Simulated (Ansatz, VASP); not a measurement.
This is a calculation of LiCl for Ansatz 0.2.0.

input.yaml

```yaml
crystal:
  lattice:
    - [0.0, 2.56477, 2.56477]
    - [2.56477, 0.0, 2.56477]
    - [2.56477, 2.56477, 0.0]
  atoms:
    - { symbol: Cl, position: [0.5, 0.5, 0.5] }
    - { symbol: Li, position: [0.0, 0.0, 0.0] }
kpoints:
  mp_grid: { grid: [9, 9, 9] }
scf:
  occupations: { method: fermi_dirac, width: 0.05 }
hamiltonian:
  xc: revpbe
  dispersion: d4
  pseudopotentials: { kind: all_electron, lapw: { basis_error: 0.001 } }
output:
  forces: true
  stress: true
relax:
  f_tol: 0.005
  max_steps: 60
  cell: {}
```

Potentials or basis: all-electron LAPW, scalar-relativistic.

Command:

```sh
$ ansatz run input.yaml --threads 1 --pin off --max-ram 3072MiB --backend cpu --events-out ev --progress --plain --runs-dir out
```

Q: Set up the same calculation for VASP 6.6.1. Potentials there: VASP PAW PBE potentials, release 64 (Cl, Li_sv).

A: As run (the cutoff follows the program's own potentials):

The input INCAR:

```
SYSTEM = LiCl
ALGO = Normal
EDIFF = 1E-7
EDIFFG = -0.005
ENCUT = 750
GGA = RE
GGA_COMPAT = .False.
IBRION = 2
ISIF = 3
ISMEAR = -1
IVDW = 13
LASPH = .True.
LCHARG = .False.
LREAL = .False.
LWAVE = .False.
NELM = 120
NELMIN = 4
NSW = 80
PREC = Accurate
SIGMA = 0.05
```

KPOINTS

```
k-points
0
Gamma
  9 9 9
  0 0 0
```

POSCAR

```
LiCl
1.0
    0.0000000000      2.5647700000      2.5647700000
    2.5647700000      0.0000000000      2.5647700000
    2.5647700000      2.5647700000      0.0000000000
Cl Li
1 1
Direct
    0.5000000000      0.5000000000      0.5000000000
    0.0000000000      0.0000000000      0.0000000000
```

Potentials or basis: VASP PAW PBE potentials, release 64 (Cl, Li_sv).

The run is started by

```sh
$ cat potpaw_PBE.64/Cl/POTCAR potpaw_PBE.64/Li_sv/POTCAR > POTCAR
$ mpirun -np 1 vasp_std > vasp.out
```

Both were run:

|  | VASP | Ansatz | Ansatz less VASP |
| --- | --- | --- | --- |
| relaxed volume (Å³/atom) | 16.51 | 16.56 | +0.050 |
| relaxed cell length with the largest relative difference (Å) | 3.601 | 3.604 | +0.0037 |

VASP's potentials were made for PBE, not for revPBE. Ansatz ran all-electron here, and VASP with PAW potentials.
